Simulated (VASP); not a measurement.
# ZnO (zincite) (P6_3mc) in VASP: further runs, part 2 of 2

VASP 6.6.1. Earlier steps stand in the parts before.

## (3) Single point, r2SCAN

This run uses another cell than the first one, of 12.52 Å³/atom, 1.128 times its volume.

POSCAR reads:

```
ZnO
1.0
    3.2987242066     -0.0000000029      0.0000000000
   -1.6493621008      2.8567789644      0.0000000000
    0.0000000000      0.0000000000      5.3134592600
Zn O
2 2
Direct
    0.3333333333      0.6666666667      0.4996722600
    0.6666666667      0.3333333333     -0.0003277400
    0.6666666667      0.3333333333      0.3793377400
    0.3333333333      0.6666666667      0.8793377400
```

INCAR.step1 reads:

```
SYSTEM = ZnO
ALGO = Normal
EDIFF = 1E-4
ENCUT = 520
GGA = PE
ISMEAR = -1
LASPH = .TRUE.
LCHARG = .FALSE.
LREAL = .FALSE.
LWAVE = .TRUE.
NBANDS = 26
NELM = 80
PREC = Accurate
SIGMA = 0.02
```

INCAR.step2 reads:

```
SYSTEM = ZnO
ALGO = Normal
EDIFF = 1E-6
ENCUT = 520
ISIF = 2
ISMEAR = -1
ISTART = 1
LASPH = .TRUE.
LCHARG = .FALSE.
LMIXTAU = .TRUE.
LREAL = .FALSE.
LWAVE = .FALSE.
METAGGA = R2SCAN
NBANDS = 26
NELM = 80
PREC = Accurate
SIGMA = 0.02
```

KPOINTS reads:

```
k-points
0
G
  12 12 6
  0 0 0
```

Potentials or basis: VASP PAW PBE potentials, release 64 (Zn, O).

The run is started by

```
> cat potpaw_PBE.64/Zn/POTCAR potpaw_PBE.64/O/POTCAR > POTCAR
> cp INCAR.step1 INCAR
> mpirun -np 1 vasp_std > vasp.out
> cp INCAR.step2 INCAR
> mpirun -np 1 vasp_std > vasp.out
```

OUTCAR:

```text
SYSTEM = ZnO
   EDIFF = 1E-6
   ENCUT = 520
   ISIF = 2
   ISMEAR = -1
   ISTART = 1
   LASPH = .TRUE.
   LREAL = .FALSE.
   METAGGA = R2SCAN
   NELM = 80
   PREC = Accurate

 ion  position               nearest neighbor table
   1  0.333  0.667  0.500-   3 2.01   3 2.01   3 2.01   4 2.02
   2  0.667  0.333  1.000-   4 2.01   4 2.01   4 2.01   3 2.02
   3  0.667  0.333  0.379-   1 2.01   1 2.01   1 2.01   2 2.02
   4  0.333  0.667  0.879-   2 2.01   2 2.01   2 2.01   1 2.02

  LATTYP: Found a hexagonal cell.
 ALAT       =     3.2987242066
 C/A-ratio  =     1.6107618968

  Lattice vectors:

 A1 = (   3.2987242066,  -0.0000000029,   0.0000000000)
 A2 = (  -1.6493621008,   2.8567789644,   0.0000000000)
 A3 = (   0.0000000000,   0.0000000000,   5.3134592600)

Analysis of symmetry for initial positions (statically):
=====================================================================
 Subroutine PRICEL returns:
 Original cell was already a primitive cell.

 Routine SETGRP: Setting up the symmetry group for a
 hexagonal supercell.

 Subroutine GETGRP returns: Found 12 space group operations
 (whereof  6 operations were pure point group operations)
 out of a pool of 24 trial point group operations.

The static configuration has the point symmetry C_3v.
 The point group associated with its full space group is C_6v.

Analysis of symmetry for dynamics (positions and initial velocities):
=====================================================================
 Subroutine PRICEL returns:
 Original cell was already a primitive cell.

 Routine SETGRP: Setting up the symmetry group for a
 hexagonal supercell.

 Subroutine GETGRP returns: Found 12 space group operations
 (whereof  6 operations were pure point group operations)
 out of a pool of 24 trial point group operations.

The dynamic configuration has the point symmetry C_3v.
 The point group associated with its full space group is C_6v.

 Subroutine INISYM returns: Found 12 space group operations
 (whereof  6 operations are pure point group operations),
 and found     1 'primitive' translations

----------------------------------------------------------------------------------------

                                     Primitive cell

  volume of cell :      50.0726

  direct lattice vectors                    reciprocal lattice vectors
     3.298724207 -0.000000003  0.000000000     0.303147501  0.175022291  0.000000000
    -1.649362101  2.856778964  0.000000000     0.000000000  0.350044583  0.000000000
     0.000000000  0.000000000  5.313459260     0.000000000  0.000000000  0.188201311

  length of vectors
     3.298724207  3.298724207  5.313459260     0.350044583  0.350044583  0.188201311

  position of ions in fractional coordinates (direct lattice)
     0.333333333  0.666666667  0.499672260
     0.666666667  0.333333333  0.999672260
     0.666666667  0.333333333  0.379337740
     0.333333333  0.666666667  0.879337740

  ion indices of the primitive-cell ions
   primitive index   ion index
                 1           1
                 2           2
                 3           3
                 4           4

----------------------------------------------------------------------------------------

 KPOINTS: k-points

Automatic generation of k-mesh.
 Grid dimensions read from file:
 generate k-points for:   12   12    6

 Generating k-lattice:

  Cartesian coordinates                     Fractional coordinates (reciprocal lattice)
     0.025262292  0.014585191  0.000000000     0.083333333  0.000000000  0.000000000
     0.000000000  0.029170382  0.000000000     0.000000000  0.083333333  0.000000000
     0.000000000  0.000000000  0.031366885     0.000000000  0.000000000  0.166666667

  Length of vectors
     0.029170382  0.029170382  0.031366885

  Shift w.r.t. Gamma in fractional coordinates (k-lattice)
     0.000000000  0.000000000  0.000000000

 Subroutine IBZKPT returns following result:
 ===========================================

 Found     76 irreducible k-points:

 Following reciprocal coordinates:
            Coordinates               Weight
  0.000000  0.000000  0.000000      1.000000
  0.083333 -0.000000  0.000000      6.000000
  0.166667 -0.000000  0.000000      6.000000
  0.250000 -0.000000  0.000000      6.000000
  0.333333 -0.000000  0.000000      6.000000
  0.416667 -0.000000  0.000000      6.000000
[... 16 lines left out ...]
  0.250000 -0.000000  0.166667     12.000000
  0.333333 -0.000000  0.166667     12.000000
 [... further k-points ...]
   k-points           NKPTS =     76   k-points in BZ     NKDIM =     76   number of bands    NBANDS=     26
   number of dos      NEDOS =    301   number of ions     NIONS =      4
   total plane-waves  NPLWV =  31360
   dimension x,y,z NGX =    28 NGY =   28 NGZ =   40
   dimension x,y,z NGXF=    56 NGYF=   56 NGZF=   80
   ions per type =               2   2
   NGX,Y,Z   is equivalent  to a cutoff of  14.11, 14.11, 12.52 a.u.
   NGXF,Y,Z  is equivalent  to a cutoff of  28.22, 28.22, 25.03 a.u.
 SYSTEM =  ZnO
   PREC   = accura    normal or accurate (medium, high low for compatibility)
   ISTART =      1    job   : 0-new  1-cont  2-samecut
   ICHARG =      0    charge: 1-file 2-atom 10-const
   ISPIN  =      1    spin polarized calculation?
   LNONCOLLINEAR =      F non collinear calculations
   LSORBIT =      F    spin-orbit coupling
   LASPH  =      T    aspherical Exc in radial PAW
   ENCUT  =  520.0 eV  38.22 Ry    6.18 a.u.   6.13  6.13  9.88*2*pi/ulx,y,z
   NELM   =     80;   NELMIN=  2; NELMDL=  0     # of ELM steps
   EDIFF  = 0.1E-05   stopping-criterion for ELM
   LREAL  =      F    real-space projection
   EDIFFG = 0.1E-04   stopping-criterion for IOM
   NSW    =      0    number of steps for IOM
   IBRION =     -1    ionic relax: 0-MD 1-quasi-New 2-CG
   NFREE  =      0    steps in history (QN), initial steepest desc. (CG)
   ISIF   =      2    stress and relaxation
   ISYM   =      2    0-nonsym 1-usesym 2-fastsym
   POTIM  = 0.5000    time-step for ionic-motion
   TEBEG  =    0.0;   TEEND  =   0.0 temperature during run
   PSTRESS=    0.0 pullay stress
   NELECT =      36.0000    total number of electrons
   NUPDOWN=      -1.0000    fix difference up-down
   EMIN   =  10.00;   EMAX   =-10.00  energy-range for DOS
   EFERMI =   0.00;   METHOD = LEGACY
   ISMEAR =    -1;   SIGMA  =   0.02  broadening in eV -4-tet -1-fermi 0-gaus
   EFERMI_NEDOS =   21; number of points for ismear=-14 and -15
   IALGO  =     38    algorithm
   IMIX   =      4    mixing-type and parameters
     AMIX     =   0.40;   BMIX     =  1.00
     AMIX_MAG =   1.60;   BMIX_MAG =  1.00
  volume/ion in A,a.u.               =      12.52        84.48
  Fermi-wavevector in a.u.,A,eV,Ry     =   1.466591  2.771455 29.264621  2.150889
  Thomas-Fermi vector in A             =   2.582310
   LORBIT       =      0    0 simple, 1 ext, 2 COOP (PROOUT), +10 PAW based schemes
   METAGGA = R2SCAN    functional components
   LHFCALC =     F    Hartree Fock is set to
   AEXX    =    0.0000 exact exchange contribution
   IVDW    =     0    specifies the selected vdW correction
   LEPSILON=     F    determine dielectric tensor
   LRPA    =     F    only Hartree local field effects (RPA)
 non-spin polarized calculation
  energy-cutoff  :      520.00
  volume of cell :       50.07
 maximum number of plane-waves:      1364
 NGX is ok and might be reduce to    28
   NGX = 13   NGY = 13   NGZ = 19

 number of electron      36.0000028 magnetization

 Free energy of the ion-electron system (eV)
  ---------------------------------------------------
  ext. energy  EPLUGINS =         0.00000000
  ---------------------------------------------------
  free energy    TOTEN  =       -36.26200190 eV

  energy without entropy =      -36.26200190  energy(sigma->0) =      -36.26200190

 E-fermi :   0.7776     XC(G=0): -11.3700

 val. band max:        0.3993992739   @ k =   0.0000   0.0000   0.0000
 cond. band min:       1.5430075886   @ k =   0.0000   0.0000   0.0000
 fundamental gap:      1.1436083147
 Fermi energy:         0.7775873390

 k-point     1 :       0.0000    0.0000    0.0000
  band No.  band energies     occupation
      1     -18.2794      2.00000
      2     -17.6657      2.00000
      3      -5.1845      2.00000
      4      -5.1844      2.00000
      5      -5.1370      2.00000
      6      -4.9948      2.00000
[... 18 lines left out ...]
     25      15.1088      0.00000
     26      15.1089      0.00000
[... 644 lines left out ...]
      4      -5.1523      2.00000
      5      -4.9570      2.00000
      6      -4.7878      2.00000
[... 18 lines left out ...]
     25      14.3474      0.00000
     26      14.9381      0.00000

 [... further k-points ...]
[... 5 lines left out ...]
  --------------------------------------------------------------------------------------
  -------------------------------------------------------------------------------------
  Total       -2.1428438     -2.1428438     -2.1685683      0.0000000     -0.0000000     -0.0000000
  in kB      -68.5647799    -68.5647799    -69.3878919      0.0000000     -0.0000000     -0.0000000
  external PRESSURE =     -68.8391506 kB  Pullay stress =       0.0000000 kB

 VOLUME and BASIS-vectors are now :
 -----------------------------------------------------------------------------
  energy-cutoff  :      520.00
  volume of cell :       50.07
      direct lattice vectors                 reciprocal lattice vectors
     3.298724207 -0.000000003  0.000000000     0.303147501  0.175022291  0.000000000
    -1.649362101  2.856778964  0.000000000     0.000000000  0.350044583  0.000000000
     0.000000000  0.000000000  5.313459260     0.000000000  0.000000000  0.188201311

 POSITION                                       TOTAL-FORCE (eV/Angst)
 -----------------------------------------------------------------------------------
      0.00000      1.90452      2.65499         0.000000     -0.000000     -0.009856
      1.64936      0.95226      5.31172        -0.000000      0.000000     -0.009856
      1.64936      0.95226      2.01560         0.000000      0.000000      0.009856
      0.00000      1.90452      4.67233         0.000000     -0.000000      0.009856
 -----------------------------------------------------------------------------------
    total drift:                                0.000000      0.000001     -0.035518

  FREE ENERGIE OF THE ION-ELECTRON SYSTEM (eV)
  ---------------------------------------------------
  free  energy   TOTEN  =       -36.2620018960 eV

  energy  without entropy=      -36.2620018959  energy(sigma->0) =      -36.26200190
```

Wall time 2.6 min (1 thread of Intel Xeon 6975P-C (Granite Rapids), shared host); peak memory 0.22 GiB.

Results:

```
Free energy            : -36.2620 eV
Pressure               : -6.9 GPa
Largest force          : 0.010 eV/Å
Band gap on the k mesh : 1.14 eV, direct
```

Forces in eV/Å, atoms in the order of the input:
```
Zn   0.000  0.000 -0.010
Zn   0.000  0.000 -0.010
O    0.000  0.000  0.010
O    0.000  0.000  0.010
```

Caveat: the PAW data sets were made with another functional, which shifts forces and pressure a little. r2SCAN opens gaps a little over a GGA but as a rule still falls short of measured ones.

## (4) Relaxation of cell and atoms, PBE

This run uses another cell than the first one, of 11.90 Å³/atom, 1.072 times its volume.

INCAR reads:

```
SYSTEM = ZnO
ALGO = Normal ; EDIFF = 1E-7
EDIFFG = -0.01 ; ENCUT = 600
GGA = PE ; IBRION = 2
ISIF = 3 ; ISMEAR = -1
LASPH = .True. ; LCHARG = .False.
LREAL = .False. ; LWAVE = .False.
NELM = 60 ; NSW = 80
PREC = Accurate ; SIGMA = 0.02
```

KPOINTS reads:

```
k-points
0
Gamma
  12 12 6
  0 0 0
```

POSCAR reads:

```
ZnO
1.0
    3.2493080000      0.0000000000      0.0000000000
   -1.6246540000      2.8139832700      0.0000000000
    0.0000000000      0.0000000000      5.2057090000
Zn O
2 2
Direct
    0.3333333300      0.6666666700      0.5000000000
    0.6666666700      0.3333333300      0.0000000000
    0.6666666700      0.3333333300      0.3790100000
    0.3333333300      0.6666666700      0.8790100000
```

The run is started by

```
> cat potpaw_PBE.64/Zn/POTCAR potpaw_PBE.64/O/POTCAR > POTCAR
> mpirun -np 1 vasp_std > vasp.out
```

Run time: 2.5 min. Hardware: 1 thread of Intel Xeon 6975P-C (Granite Rapids), shared host; peak memory 0.23 GiB.

It converged, with:

```yaml
Free_energy: -17.8622 eV
Relaxed_volume: 12.39 Å³/atom
Relaxed_cell: a = 3.288 Å, b = 3.288 Å, c = 5.296 Å, α = 90.00°, β = 90.00°, γ = 120.00°
Space_group_after_relaxing_to_0.05_Å: P6_3mc (No. 186)
Energy_gained_by_relaxing: 8.9 meV/atom
Ionic_steps: 5
Pressure_after_relaxing: 0.0 GPa
Largest_force_after_relaxing: 0.010 eV/Å
Band_gap_on_the_k_mesh: 0.72 eV, direct
```

Forces on the atoms (eV/Å):
```
Zn   0.000  0.000  0.010
Zn   0.000  0.000  0.010
O    0.000  0.000 -0.010
O    0.000  0.000 -0.010
```

Stress tensor (GPa, compression positive):
```
0.01 0.00 0.00
0.00 0.01 0.00
0.00 0.00 0.13
```

Step by step:
```tsv
step	energy change (eV)	largest force (eV/Å)	pressure (GPa)	volume (Å³)
1	0.0000	0.0740	5.81	47.60
2	-0.0272	0.0274	-2.54	50.63
3	-0.0357	0.0015	0.01	49.59
4	-0.0357	0.0026	-0.11	49.63
5	-0.0357	0.0098	0.05	49.58
```

Final structure:
```
Zn O
1.0
     3.28786    0.00000    0.00000
    -1.64393    2.84737    0.00000
     0.00000    0.00000    5.29552
Zn O
2 2
Direct
  0.33333 0.66667 0.49955
  0.66667 0.33333 0.99955
  0.66667 0.33333 0.37946
  0.33333 0.66667 0.87946
```

Levels at points of the mesh, in eV from the valence-band top:
| k point | band 14 | band 15 | band 16 | band 17 | band 18 | band 19 | band 20 | band 21 | band 22 |
| --- | --- | --- | --- | --- | --- | --- | --- | --- | --- |
| (0.00, 0.00, 0.00) | -0.75 | -0.75 | -0.08 | 0.00 | 0.00 | 0.72 | 5.06 | 8.07 | 12.68 |
| (0.50, 0.00, 0.00) | -3.43 | -2.70 | -2.13 | -1.22 | -0.79 | 5.60 | 6.81 | 7.54 | 8.22 |
| (0.00, 0.00, 0.50) | -2.22 | -0.37 | -0.37 | -0.37 | -0.37 | 3.35 | 3.35 | 9.90 | 9.90 |
| (0.50, 0.00, 0.50) | -3.68 | -1.42 | -1.42 | -1.30 | -1.30 | 5.63 | 5.63 | 8.20 | 8.20 |

PBE gaps usually lie below the measured ones, often by a third to a half. PBE usually gives volumes a little too large and moduli too small.

## (5) The runs side by side

| task | level | cell | cutoff (eV) | gap on the mesh (eV) | pressure (GPa) | largest force (eV/Å) |
| --- | --- | --- | --- | --- | --- | --- |
| single point | r2SCAN | a = 3.169, b = 3.169, c = 5.105 Å, angles 90.0, 90.0, 120.0°, 4 atoms | 520 | 1.33 | 12.1 | - |
| single point | r2SCAN | a = 3.299, b = 3.299, c = 5.313 Å, angles 90.0, 90.0, 120.0°, 4 atoms | 520 | 1.14 | -6.9 | 0.01 |
| relaxation of cell and atoms | PBE | relaxed from a = 3.249, b = 3.249, c = 5.206 Å, angles 90.0, 90.0, 120.0°, 4 atoms | 600 | 0.72 | 0.0 | 0.01 |

Alike in all rows: potentials or basis VASP PAW PBE potentials, release 64 (Zn, O); no spin polarisation; k mesh 12 × 12 × 6; smearing fermi-dirac 0.02 eV.

Caveats: the PAW data sets were made with another functional, which shifts forces and pressure a little (some runs).

Total energies depend on the potentials used, so only differences within one code and one set of settings carry meaning.
